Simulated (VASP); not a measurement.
Crystal: CoO.

```xyz
2
Lattice="2.6162 0.0000 0.0000 0.0000 2.6162 0.0000 0.0000 0.0000 2.6162" Properties=species:S:1:pos:R:3 pbc="T T T"
Co    0.0000    0.0000    0.0000
O     1.3081    1.3081    1.3081
```

Base run:

* Program: VASP 6.6.1
* Functional: PBE
* Potentials or basis: VASP PAW PBE potentials, release 64 (Co, O)
* Cutoff: 520 eV
* k mesh: 16 × 16 × 16
* Occupations: gaussian, width 0.1 eV
* Spin: collinear spin, ferromagnetic start
* Starting moments: [4.5, 0.0] μB

Its results: band gap on the k mesh zero (filled and empty bands overlap); pressure -0.5 GPa.

Q: After a change of settings the same cell gave: band gap on the k mesh zero (an odd number of electrons rules out a gap without spin polarisation); pressure -14.2 GPa. Which change was it?
A. further incar settings from ALGO = Normal; EDIFF = 1e-07; NBANDS = 18 to ALGO = Normal; EDIFF = 1e-06; NBANDS = 18; moments at the start from [4.5, 0.0] to [0.5, 0.0]
B. spin from collinear spin, ferromagnetic start to no spin polarisation; further incar settings from ALGO = Normal; EDIFF = 1e-07; NBANDS = 18 to ALGO = Normal; EDIFF = 1e-06; NBANDS = 14
C. moments at the start from [4.5, 0.0] to [2.74, 0.52]
D. moments at the start from [4.5, 0.0] to [3.0, 0.0]

A: B.

Caveats: semilocal functionals often make such compounds metallic where correlation or magnetic order opens a gap, which also shifts bond lengths; a cell with one magnetic atom can't hold antiferromagnetic order, which such compounds often take (at least some runs); the cell stands under tension (at least some runs); an odd number of electrons without spin polarisation forces a metal (at least some runs); a magnetic or distorted state may lie lower (at least some runs).
